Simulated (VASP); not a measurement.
V, 4 atoms in the cell. The structure is hexagonal, space group P6_3/mmc (No. 194). Conventional cell: a = 2.760 Å, b = 2.760 Å, c = 9.650 Å, α = 90.00°, β = 90.00°, γ = 120.00°. V (site symmetry -3m) has 12 V at 2.76 to 2.89 Å within 3.6 Å. V (site symmetry -6m2) has 12 V at 2.76 to 2.89 Å within 3.6 Å.  This cell differs from its parent crystal: volume scaled by 1.12.

```yaml
Program: VASP 6.6.1
Task: single point
Functional: RPBE
Potentials_or_basis: VASP PAW PBE potentials, release 64 (V_sv)
Cutoff: 520 eV
k_mesh: 15 × 15 × 4
Occupations: fermi-dirac, width 0.1 eV
Spin: no spin polarisation
Dipole_correction: no
Further_INCAR_settings: ALGO = Normal; EDIFF = 1e-06; NBANDS = 34
```

Potentials or basis: VASP PAW PBE potentials, release 64 (V_sv).

Command:

```sh
$ cat potpaw_PBE.64/V_sv/POTCAR > POTCAR
$ mpirun -np 1 vasp_std > vasp.out
```

Hardware: 1 thread of Intel(R) Xeon(R) Platinum 8488C (Sapphire Rapids), with other jobs on the host.

**Question.** How long does it take, and how much memory?

**Answer.** Wall time 97 s on 1 thread of Intel(R) Xeon(R) Platinum 8488C (Sapphire Rapids) (shared host), peak memory 0.26 GiB. Counts: scf iterations 14, k points 81.
